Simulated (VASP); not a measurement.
Mg2Si:

```xyz
3
Lattice="0.0000 3.3274 3.3274 3.3274 0.0000 3.3274 3.3274 3.3274 0.0000" Properties=species:S:1:pos:R:3 pbc="T T T"
Si    0.0000    0.0000    0.0000
Mg    1.6637    1.6637    1.6637
Mg    4.9911    4.9911    4.9911
```

This cell differs from its parent crystal: strain +5.0%.

Base run:

```yaml
Program: VASP 6.6.1
Functional: r2SCAN
Potentials_or_basis: VASP PAW PBE potentials, release 64 (Si, Mg)
Cutoff: 660 eV
k_mesh: 8 × 8 × 8
Occupations: gaussian, width 0.01 eV
Spin: no spin polarisation
```

Its results: band gap on the k mesh 0.52 eV (least direct gap 1.59 eV); pressure -6.6 GPa.

Task: The run is repeated on the same cell with these changes: functional from r2SCAN to PBE; cutoff from 660 eV to 600 eV; occupations from gaussian, width 0.01 eV to fermi-dirac, width 0.02 eV. What comes out?

Result: Band gap on the k mesh 0.20 eV (least direct gap 1.08 eV); pressure -5.6 GPa.

Caveats: the cell stands under tension; the PAW data sets were made with another functional, which shifts forces and pressure a little (at least some runs).

A k mesh can miss the band edges.
